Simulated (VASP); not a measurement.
Cu: single point with PBE

Cu:

```
Cu
1.0
    -1.47710    1.47710    1.22821
     1.47710   -1.47710    1.22821
     1.47710    1.47710   -1.22821
Cu
1
Direct
  0.00000 0.00000 0.00000
```

```yaml
Program: VASP 6.6.1
Task: single point
Functional: PBE
Potentials_or_basis: VASP PAW PBE potentials, release 64 (Cu)
Cutoff: 520 eV
k_mesh: 24 × 24 × 24
Occupations: gaussian, width 0.15 eV
Spin: no spin polarisation
```

* Pressure: 23.1 GPa
* Band gap on the k mesh: zero (an odd number of electrons rules out a gap without spin polarisation)

Stress tensor (GPa, compression positive):
```
19.33  0.00  0.00
 0.00 19.33  0.00
 0.00  0.00 30.71
```

Levels at points of the mesh, in eV from the Fermi level:
```tsv
k point	band 4	band 5	band 6	band 7	band 8	band 9
(0.00, 0.00, 0.00)	-3.06	-2.98	-1.99	23.24	23.24	27.47
(0.50, 0.00, 0.00)	-1.71	-1.52	-0.20	5.80	16.94	17.20
(0.50, 0.50, 0.00)	-2.40	-1.80	-1.55	3.56	22.01	23.34
(0.50, 0.50, 0.50)	-1.70	-1.51	6.30	6.30	12.49	13.45
```

It took 63 s on 1 thread of AMD EPYC 9R45 96-Core Processor (Zen 5) (shared host), peak memory 0.2 GiB.

Caveat: the cell stands under pressure.
